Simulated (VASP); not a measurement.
Here is a VASP 6.6.1 calculation.

POSCAR

```
Ni
1.0
    0.0000000000      1.7392116046      1.7392116046
    1.7392116046      0.0000000000      1.7392116046
    1.7392116046      1.7392116046      0.0000000000
Ni
1
Direct
    0.0000000000      0.0000000000      0.0000000000
```

The input INCAR.step1:

```
SYSTEM = Ni
  PREC = Accurate
  ENCUT = 520
  ISMEAR = 0
  SIGMA = 0.05
  LREAL = .False.
  LASPH = .True.
  NELM = 150
  ISPIN = 2
  MAGMOM = 0.9
  LMAXMIX = 4
  NBANDS = 15
  GGA = PE
  ALGO = Normal
  EDIFF = 1E-4
  LWAVE = .True.
  LCHARG = .False.
```

The input INCAR.step2:

```
SYSTEM = Ni
  PREC = Accurate
  ENCUT = 520
  EDIFF = 1E-6
  ISMEAR = 0
  SIGMA = 0.05
  LREAL = .False.
  LASPH = .True.
  NELM = 150
  ALGO = Normal
  ISIF = 2
  LWAVE = .False.
  LCHARG = .False.
  ISPIN = 2
  MAGMOM = 0.9
  LORBIT = 11
  LMAXMIX = 4
  METAGGA = R2SCAN
  LMIXTAU = .True.
  NBANDS = 15
  ISTART = 1
```

KPOINTS

```
regular mesh
0
Gamma
  22 22 22
  0 0 0
```

Potentials or basis: VASP PAW PBE potentials, release 64 (Ni).

The run is started by

```console
$ cat potpaw_PBE.64/Ni/POTCAR > POTCAR
$ cp INCAR.step1 INCAR
$ mpirun -np 1 vasp_std > vasp.out
$ cp INCAR.step2 INCAR
$ mpirun -np 1 vasp_std > vasp.out
```

Task: Estimate the net moment.

Result: 0.73 μB per cell.

Task: What does it give for the pressure?

Result: 0.4 GPa.

Task: What does it give for the site moments?

Result: Ni +0.75 μB.

Caveat: the PAW data sets were made with another functional, which shifts forces and pressure a little.
